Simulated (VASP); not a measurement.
Input of a VASP 6.6.1 run:

The input INCAR:

```
PREC = Accurate ; ENCUT = 520
EDIFF = 1E-7 ; ISMEAR = -1
SIGMA = 0.05 ; LREAL = Auto
LASPH = True ; NELM = 80
ALGO = Normal ; ISIF = 2
LWAVE = False ; LCHARG = True
GGA = PE ; LELF = True
LVHAR = True ; NBANDS = 110
```

File KPOINTS:

```
regular mesh
0
Gamma
  3 2 1
```

File POSCAR:

```
Ca18HO
1.0
    7.8913120000      0.0000000000      0.0000000000
    5.9184840000     10.2511150000      0.0000000000
    0.0000000000      0.0000000000     18.4432290000
Ca O H
18 1 1
Direct
    0.1666666504      0.1111111328      0.0542203862
    0.6666666504      0.1111111328      0.0542203862
    0.1666666748      0.4444444336      0.0542203862
    0.6666666748      0.4444444336      0.0542203862
    0.1666666260      0.7777778320      0.0542203862
    0.6666666260      0.7777778320      0.0542203862
   -0.1660322232      0.2212646137      0.2196428294
    0.3328367785      0.2235530476      0.2192155723
   -0.1659343873      0.5570712064      0.2214754802
    0.3350381620      0.5543840841      0.2184147906
   -0.1713878013      0.8857177975      0.2240295883
    0.3349431392      0.8877369925      0.2215149527
   -0.0275811143     -0.0159527037      0.3815819887
    0.4848798332      0.0018513108      0.3872699840
   -0.0040910706      0.3281671311      0.3856413104
    0.4963131573      0.3331109835      0.3841054622
    0.0072304274      0.6599520150      0.3868327504
    0.5061974416      0.6648523600      0.3822914632
   -0.1929940991      0.8735445852      0.3654436541
   -0.2724191451      0.8188829215      0.3330373982
```

Potentials or basis: VASP PAW PBE potentials, release 64 (Ca_sv, O, H).

Command:

```console
$ cat potpaw_PBE.64/Ca_sv/POTCAR potpaw_PBE.64/O/POTCAR potpaw_PBE.64/H/POTCAR > POTCAR
$ mpirun -np 1 vasp_std > vasp.out
```

(1) What does it give for the band gap on the k mesh?

(2) Predict the largest force.

Results:

(1) zero (an odd number of electrons rules out a gap without spin polarisation).

(2) 0.048 eV/Å.

Caveat: an odd number of electrons without spin polarisation forces a metal; a magnetic or distorted state may lie lower.
